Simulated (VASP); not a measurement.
# Ta3N4 (P-3m1) in VASP: a series of runs

The runs below take Ta3N4 through single point, relaxation of cell and atoms, with PBE+D3(BJ).

All numbers are computed with VASP 6.6.1; they aren't measurements. Logs are shortened: lines on timing, memory, paths and dates and some standing lists are left out, and cuts for length are marked.

### Step 1. The cell of the first run

It takes space group P-3m1 (No. 164, trigonal). Conventional cell: a = 3.109 Å, b = 3.109 Å, c = 9.976 Å, α = 90.00°, β = 90.00°, γ = 120.00°. Ta (site symmetry -3m) has 6 N at 2.25 Å and 8 Ta at 2.81 to 3.11 Å within 3.2 Å. Ta (site symmetry 3m) has 6 N at 1.98 to 2.31 Å within 2.6 Å. Within 3.3 Å of N (site symmetry 3m) lie 6 Ta at 2.25 to 2.31 Å and 12 N at 2.92 to 3.25 Å. N (site symmetry 3m) has 3 Ta at 1.98 Å within 2.6 Å.

### Step 2. Single point, PBE+D3(BJ), collinear spin

INCAR reads:

```
PREC = Accurate ; ENCUT = 520
EDIFF = 1E-7 ; ISMEAR = 0
SIGMA = 0.1 ; LREAL = F
LASPH = T ; NELM = 150
ALGO = Normal ; ISIF = 2
LWAVE = F ; LCHARG = T
ISPIN = 2 ; MAGMOM = 1 1 1 0 0 0 0
LORBIT = 11 ; LMAXMIX = 4
GGA = PE ; IVDW = 12
LELF = T ; LVHAR = T
NBANDS = 40
```

KPOINTS reads:

```
regular mesh
0
Gamma
  6 6 2
```

POSCAR reads:

```
Ta3N4
1.0
    3.1092417368      0.0000000000      0.0000000000
   -1.5546208684      2.6926823306      0.0000000000
    0.0000000000      0.0000000000      9.9764123422
Ta N
3 4
Direct
    0.0000000000      0.0000000000      0.0000000000
    0.0000000000      0.0000000000      0.2819574443
    0.0000000000      0.0000000000      0.7180425557
    0.3333333333      0.6666666667      0.8639921577
    0.6666666667      0.3333333333      0.1360078423
    0.3333333333      0.6666666667      0.3664533820
    0.6666666667      0.3333333333      0.6335466180
```

Potentials or basis: VASP PAW PBE potentials, release 64 (Ta_pv, N).

Started as:

```bash
cat potpaw_PBE.64/Ta_pv/POTCAR potpaw_PBE.64/N/POTCAR > POTCAR
mpirun -np 1 vasp_std > vasp.out
```

OUTCAR:

```text
PREC = Accurate
   ENCUT = 520
   EDIFF = 1E-7
   ISMEAR = 0
   LREAL = F
   LASPH = T
   NELM = 150
   ISIF = 2
   ISPIN = 2
   LORBIT = 11
   GGA = PE
   IVDW = 12
 IVDW          = 12

 ion  position               nearest neighbor table
   1  0.000  0.000  0.000-   4 2.25   5 2.25   5 2.25   4 2.25   5 2.25   4 2.25   2 2.81   3 2.81

   2  0.000  0.000  0.282-   6 1.98   6 1.98   6 1.98   5 2.31   5 2.31   5 2.31   1 2.81
   3  0.000  0.000  0.718-   7 1.98   7 1.98   7 1.98   4 2.31   4 2.31   4 2.31   1 2.81
   4  0.333  0.667  0.864-   1 2.25   1 2.25   1 2.25   3 2.31   3 2.31   3 2.31
   5  0.667  0.333  0.136-   1 2.25   1 2.25   1 2.25   2 2.31   2 2.31   2 2.31
   6  0.333  0.667  0.366-   2 1.98   2 1.98   2 1.98
   7  0.667  0.333  0.634-   3 1.98   3 1.98   3 1.98

  LATTYP: Found a hexagonal cell.
 ALAT       =     3.1092417368
 C/A-ratio  =     3.2086319388

  Lattice vectors:

 A1 = (   3.1092417368,   0.0000000000,   0.0000000000)
 A2 = (  -1.5546208684,   2.6926823306,   0.0000000000)
 A3 = (   0.0000000000,   0.0000000000,   9.9764123422)

Analysis of symmetry for initial positions (statically):
=====================================================================
 Subroutine PRICEL returns:
 Original cell was already a primitive cell.

 Routine SETGRP: Setting up the symmetry group for a
 hexagonal supercell.

 Subroutine GETGRP returns: Found 12 space group operations
 (whereof 12 operations were pure point group operations)
 out of a pool of 24 trial point group operations.

The static configuration has the point symmetry D_3d.

Analysis of symmetry for dynamics (positions and initial velocities):
=====================================================================
 Subroutine PRICEL returns:
 Original cell was already a primitive cell.

 Routine SETGRP: Setting up the symmetry group for a
 hexagonal supercell.

 Subroutine GETGRP returns: Found 12 space group operations
 (whereof 12 operations were pure point group operations)
 out of a pool of 24 trial point group operations.

The dynamic configuration has the point symmetry D_3d.

Analysis of structural, dynamic, and magnetic symmetry:
=====================================================================
 Subroutine PRICEL returns:
 Original cell was already a primitive cell.

 Routine SETGRP: Setting up the symmetry group for a
 hexagonal supercell.

 Subroutine GETGRP returns: Found 12 space group operations
 (whereof 12 operations were pure point group operations)
 out of a pool of 24 trial point group operations.

The overall configuration has the point symmetry D_3d.

 Subroutine INISYM returns: Found 12 space group operations
 (whereof 12 operations are pure point group operations),
 and found     1 'primitive' translations

----------------------------------------------------------------------------------------

                                     Primitive cell

  volume of cell :      83.5245

  direct lattice vectors                    reciprocal lattice vectors
     3.109241737  0.000000000  0.000000000     0.321621824  0.185688447  0.000000000
    -1.554620868  2.692682331  0.000000000     0.000000000  0.371376894  0.000000000
     0.000000000  0.000000000  9.976412342     0.000000000  0.000000000  0.100236434

  length of vectors
     3.109241737  3.109241737  9.976412342     0.371376894  0.371376894  0.100236434

  position of ions in fractional coordinates (direct lattice)
     0.000000000  0.000000000  0.000000000
     0.000000000  0.000000000  0.281957444
     0.000000000  0.000000000  0.718042556
     0.333333333  0.666666667  0.863992158
     0.666666667  0.333333333  0.136007842
     0.333333333  0.666666667  0.366453382
     0.666666667  0.333333333  0.633546618

  ion indices of the primitive-cell ions
   primitive index   ion index
                 1           1
                 2           2
                 3           3
                 4           4
                 5           5
                 6           6
                 7           7
[... 40 lines left out ...]
  0.166667  0.166667  0.500000      6.000000
  0.333333  0.166667  0.500000     12.000000
  0.333333  0.333333  0.500000      2.000000
   k-points           NKPTS =     14   k-points in BZ     NKDIM =     14   number of bands    NBANDS=     40
   number of dos      NEDOS =    301   number of ions     NIONS =      7
   total plane-waves  NPLWV =  46080
   dimension x,y,z NGX =    24 NGY =   24 NGZ =   80
   dimension x,y,z NGXF=    48 NGYF=   48 NGZF=  160
   ions per type =               3   4
   NGX,Y,Z   is equivalent  to a cutoff of  12.83, 12.83, 13.33 a.u.
   NGXF,Y,Z  is equivalent  to a cutoff of  25.66, 25.66, 26.66 a.u.
 SYSTEM =  unknown system
   PREC   = accura    normal or accurate (medium, high low for compatibility)
   ISTART =      0    job   : 0-new  1-cont  2-samecut
   ICHARG =      2    charge: 1-file 2-atom 10-const
   ISPIN  =      2    spin polarized calculation?
   LNONCOLLINEAR =      F non collinear calculations
   LSORBIT =      F    spin-orbit coupling
   LASPH  =      T    aspherical Exc in radial PAW
   ENCUT  =  520.0 eV  38.22 Ry    6.18 a.u.   5.78  5.78 18.55*2*pi/ulx,y,z
   NELM   =    150;   NELMIN=  2; NELMDL= -5     # of ELM steps
   EDIFF  = 0.1E-06   stopping-criterion for ELM
   LREAL  =      F    real-space projection
   EDIFFG = 0.1E-05   stopping-criterion for IOM
   NSW    =      0    number of steps for IOM
   IBRION =     -1    ionic relax: 0-MD 1-quasi-New 2-CG
   NFREE  =      0    steps in history (QN), initial steepest desc. (CG)
   ISIF   =      2    stress and relaxation
   ISYM   =      2    0-nonsym 1-usesym 2-fastsym
   POTIM  = 0.5000    time-step for ionic-motion
   TEBEG  =    0.0;   TEEND  =   0.0 temperature during run
   PSTRESS=    0.0 pullay stress
   NELECT =      53.0000    total number of electrons
   NUPDOWN=      -1.0000    fix difference up-down
   EMIN   =  10.00;   EMAX   =-10.00  energy-range for DOS
   EFERMI =   0.00;   METHOD = LEGACY
   ISMEAR =     0;   SIGMA  =   0.10  broadening in eV -4-tet -1-fermi 0-gaus
   EFERMI_NEDOS =   21; number of points for ismear=-14 and -15
   IALGO  =     38    algorithm
   IMIX   =      4    mixing-type and parameters
     AMIX     =   0.40;   BMIX     =  1.00
     AMIX_MAG =   1.60;   BMIX_MAG =  1.00
  volume/ion in A,a.u.               =      11.93        80.52
  Fermi-wavevector in a.u.,A,eV,Ry     =   1.406788  2.658445 26.926660  1.979054
  Thomas-Fermi vector in A             =   2.529113
   LORBIT       =     11    0 simple, 1 ext, 2 COOP (PROOUT), +10 PAW based schemes
   GGA     = PE    functional components
   LHFCALC =     F    Hartree Fock is set to
   AEXX    =    0.0000 exact exchange contribution
   IVDW    =    12    specifies the selected vdW correction
   LEPSILON=     F    determine dielectric tensor
   LRPA    =     F    only Hartree local field effects (RPA)
 spin polarized calculation
 Gauss-broadening in eV      SIGMA  =   0.10
  energy-cutoff  :      520.00
  volume of cell :       83.52
 maximum number of plane-waves:      2262
 NGX is ok and might be reduce to    24
   NGX = 11   NGY = 11   NGZ = 37

 number of electron      52.9999994 magnetization       0.0002692

 Free energy of the ion-electron system (eV)
  ---------------------------------------------------
  ext. energy  EPLUGINS =         0.00000000
  ---------------------------------------------------
  free energy    TOTEN  =       -74.30600960 eV

  energy without entropy =      -74.29170878  energy(sigma->0) =      -74.29885919

 E-fermi :   6.9472     XC(G=0): -12.0873

 val. band max:        6.9082861240   @ k =   0.3333   0.3333   0.0000
 cond. band min:       6.9516945242   @ k =   0.1667   0.0000   0.5000
 fundamental gap:      0.0434084002
 Fermi energy:         6.9472143573

 spin component 1

 k-point     1 :       0.0000    0.0000    0.0000
  band No.  band energies     occupation
      1     -29.4340      1.00000
      2     -29.2620      1.00000
      3     -28.9734      1.00000
      4     -28.9734      1.00000
      5     -28.9712      1.00000
      6     -28.9712      1.00000
[... 563 lines left out ...]
     37      13.2341      0.00000
     38      13.2341      0.00000
 Fermi energy:         6.9472143573

 spin component 2

 k-point     1 :       0.0000    0.0000    0.0000
  band No.  band energies     occupation
      1     -29.4340      1.00000
      2     -29.2620      1.00000
      3     -28.9734      1.00000
      4     -28.9734      1.00000
      5     -28.9711      1.00000
      6     -28.9711      1.00000
[... 563 lines left out ...]
     37      13.2341      0.00000
     38      13.2341      0.00000
 [bands above 38 left out]

------------------------ aborting loop because EDIFF is reached ----------------------------------------

 Edisp (eV)   -2.50924

 E8    (eV) :    -1.1259

  FORCE on cell =-STRESS in cart. coord.  units (eV):
  Direction    XX          YY          ZZ          XY          YZ          ZX
  --------------------------------------------------------------------------------------
  -------------------------------------------------------------------------------------
  Total       0.48483     0.48483     0.33486    -0.00000     0.00000     0.00000
  in kB       9.30000     9.30000     6.42337    -0.00000     0.00000     0.00000
  external pressure =        8.34 kB  Pullay stress =        0.00 kB

 VOLUME and BASIS-vectors are now :
 -----------------------------------------------------------------------------
  energy-cutoff  :      520.00
  volume of cell :       83.52
      direct lattice vectors                 reciprocal lattice vectors
     3.109241737  0.000000000  0.000000000     0.321621824  0.185688447  0.000000000
    -1.554620868  2.692682331  0.000000000     0.000000000  0.371376894  0.000000000
     0.000000000  0.000000000  9.976412342     0.000000000  0.000000000  0.100236434

 POSITION                                       TOTAL-FORCE (eV/Angst)
 -----------------------------------------------------------------------------------
      0.00000      0.00000      0.00000         0.000000      0.000000      0.000000
      0.00000      0.00000      2.81292         0.000000      0.000000     -0.038404
      0.00000      0.00000      7.16349         0.000000     -0.000000      0.038404
     -0.00000      1.79512      8.61954         0.000000     -0.000000      0.021286
      1.55462      0.89756      1.35687        -0.000000      0.000000     -0.021286
     -0.00000      1.79512      3.65589        -0.000000     -0.000000      0.088422
      1.55462      0.89756      6.32052         0.000000      0.000000     -0.088422
 -----------------------------------------------------------------------------------
    total drift:                                0.000000     -0.000000     -0.000000

  FREE ENERGIE OF THE ION-ELECTRON SYSTEM (eV)
  ---------------------------------------------------
  free  energy   TOTEN  =       -76.8152479840 eV

  energy  without entropy=      -76.8009471643  energy(sigma->0) =      -76.80809757

 total charge

# of ion       s       p       d       tot
------------------------------------------
    1        0.279   6.207   2.429   8.915
    2        0.350   6.293   2.367   9.010
    3        0.350   6.293   2.367   9.010
    4        1.234   2.464   0.000   3.697
    5        1.234   2.464   0.000   3.697
    6        1.280   2.519   0.000   3.799
    7        1.280   2.519   0.000   3.799
--------------------------------------------------
tot          6.007  28.759   7.162  41.928

 magnetization (x)

# of ion       s       p       d       tot
------------------------------------------
    1        0.000   0.000   0.000   0.000
    2        0.000   0.000   0.000   0.000
    3        0.000   0.000   0.000   0.000
    4       -0.000  -0.000   0.000  -0.000
    5       -0.000  -0.000   0.000  -0.000
    6       -0.000  -0.000   0.000  -0.000
    7       -0.000  -0.000   0.000  -0.000
--------------------------------------------------
tot          0.000  -0.000   0.000   0.000
```

Run time: 4.2 min. Hardware: 1 thread of Intel Xeon 8259CL, shared host; peak memory 0.28 GiB.

Results:

| Item | Value |
| --- | --- |
| Free energy | -76.8152 eV |
| Pressure | 0.8 GPa |
| Largest force | 0.088 eV/Å |
| Net moment | 0.00 μB per cell |
| Valence electrons inside the program's atomic spheres | Ta 8.91, 9.01 (each value once); N 3.70, 3.80 (each value once) |
| Dispersion energy per atom | -0.358 eV |

Forces in eV/Å, atoms in the order of the input:
```
Ta   0.000  0.000  0.000
Ta   0.000  0.000 -0.038
Ta   0.000  0.000  0.038
N    0.000  0.000  0.021
N    0.000  0.000 -0.021
N    0.000  0.000  0.088
N    0.000  0.000 -0.088
```

Caveat: the k points lie up to 0.39 Å⁻¹ apart; spin-orbit coupling is left out, which moves the levels of the heavy elements.

### Step 3. Relaxation of cell and atoms, PBE+D3(BJ)

INCAR reads:

```
ALGO = Normal ; EDIFF = 1E-6
EDIFFG = -0.01 ; ENCUT = 600
GGA = PE ; IBRION = 2
ISIF = 3 ; ISMEAR = 0
IVDW = 12 ; LASPH = T
LCHARG = F ; LREAL = F
LWAVE = F ; NELM = 60
NSW = 100 ; PREC = Accurate
SIGMA = 0.1
```

KPOINTS reads:

```
k-points
0
Gamma
  12 12 4
```

POSCAR is that of step 2.

Potentials or basis: VASP PAW PBE potentials, release 64 (Ta_pv, N).

Started as:

```bash
cat potpaw_PBE.64/Ta_pv/POTCAR potpaw_PBE.64/N/POTCAR > POTCAR
mpirun -np 1 vasp_std > vasp.out
```

It took 27 min on 1 thread of Intel Xeon 8259CL, shared host; peak memory 0.37 GiB.

Results (log left out):

```
Free energy                           : -76.8111 eV
Relaxed volume                        : 11.95 Å³/atom
Relaxed cell                          : a = 3.112 Å, b = 3.112 Å, c = 9.975 Å, α = 90.00°, β = 90.00°, γ = 120.00°
Space group after relaxing (to 0.1 Å) : P-3m1 (No. 164)
Energy gained by relaxing             : 0.2 meV/atom
Ionic steps                           : 6
Pressure after relaxing               : 0.0 GPa
Largest force after relaxing          : 0.007 eV/Å
Band gap on the k mesh                : zero (an odd number of electrons rules out a gap without spin polarisation)
Dispersion energy per atom            : -0.358 eV
```

Forces on the atoms (eV/Å):
```
Ta   0.000  0.000  0.000
Ta   0.000  0.000  0.007
Ta   0.000  0.000 -0.007
N    0.000  0.000 -0.001
N    0.000  0.000  0.001
N    0.000  0.000 -0.005
N    0.000  0.000  0.005
```

Stress tensor (GPa, compression positive):
```
 0.04  0.00  0.00
 0.00  0.04  0.00
 0.00  0.00 -0.11
```

The path:
```tsv
step	energy change (eV)	largest force (eV/Å)	pressure (GPa)	volume (Å³)
1	0.0000	0.1249	0.70	83.52
2	0.0030	0.1894	-1.91	84.16
3	-0.0008	0.0482	-0.15	83.72
4	-0.0011	0.0253	0.01	83.65
5	-0.0011	0.0312	0.07	83.63
6	-0.0012	0.0066	-0.01	83.65
```

Final structure:
```
CELL_PARAMETERS angstrom
3.11186 0.00000 0.00000
-1.55593 2.69495 0.00000
0.00000 0.00000 9.97455
ATOMIC_POSITIONS crystal
Ta 0.00000 0.00000 0.00000
Ta 0.00000 0.00000 0.28186
Ta 0.00000 0.00000 0.71814
N 0.33333 0.66667 0.86452
N 0.66667 0.33333 0.13548
N 0.33333 0.66667 0.36686
N 0.66667 0.33333 0.63314
```

Levels at points of the mesh, in eV from the Fermi level:
```csv
k point,band 23,band 24,band 25,band 26,band 27,band 28,band 29,band 30
"(0.00, 0.00, 0.00)",-3.25,-2.76,-2.76,-1.26,-0.45,-0.45,0.45,0.45
"(0.50, 0.00, 0.00)",-4.11,-3.68,-3.54,-2.46,0.56,1.27,2.13,2.35
"(0.00, 0.00, 0.50)",-3.81,-2.78,-2.78,-0.85,-0.47,-0.47,0.51,0.51
"(0.50, 0.00, 0.50)",-4.23,-3.78,-3.45,-2.53,0.72,1.06,2.20,2.23
```

Caveat: spin-orbit coupling is left out, which moves the levels of the heavy elements.
